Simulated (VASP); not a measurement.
A run of VASP 6.6.1 is set up as follows.

Contents of INCAR:

```
SYSTEM = In2C
  PREC = Accurate
  ENCUT = 600
  EDIFF = 1E-6
  ISMEAR = 0
  SIGMA = 0.1
  LREAL = .False.
  LASPH = .True.
  NELM = 80
  ALGO = Normal
  ISIF = 3
  LWAVE = .False.
  LCHARG = .False.
  GGA = PE
  IBRION = 2
  NSW = 90
  EDIFFG = -0.04
```

File KPOINTS:

```
Automatic mesh
0
Gamma
  6 6 4
  0 0 0
```

The input POSCAR:

```
In2C
1.0
    3.5886916777      0.0000000000      0.0000000000
   -1.7943458389      3.1078981593      0.0000000000
    0.0000000000      0.0000000000      4.8847098947
In C
2 1
Direct
    0.3333333333      0.6666666667      0.7501199529
    0.6666666667      0.3333333333      0.2498800471
    0.0000000000      0.0000000000      0.0000000000
```

Potentials or basis: VASP PAW PBE potentials, release 64 (In_d, C).

Run with:

```bash
$ cat potpaw_PBE.64/In_d/POTCAR potpaw_PBE.64/C/POTCAR > POTCAR
$ mpirun -np 1 vasp_std > vasp.out
```

Problem. Predict the relaxed volume.

Solution. 18.37 Å³/atom.

Problem. What does it give for the space group after relaxing (to 0.1 Å)?

Solution. P-3m1 (No. 164).

Problem. Predict the band gap on the k mesh.

Solution. Zero (bands 15 and 16 overlap by 2.84 eV).

Forces in eV/Å, atoms in the order of the input:
```
In   0.000  0.000  0.036
In   0.000  0.000 -0.036
C    0.000  0.000  0.000
```

Caveat: spin-orbit coupling is left out, which moves the levels of the heavy elements.
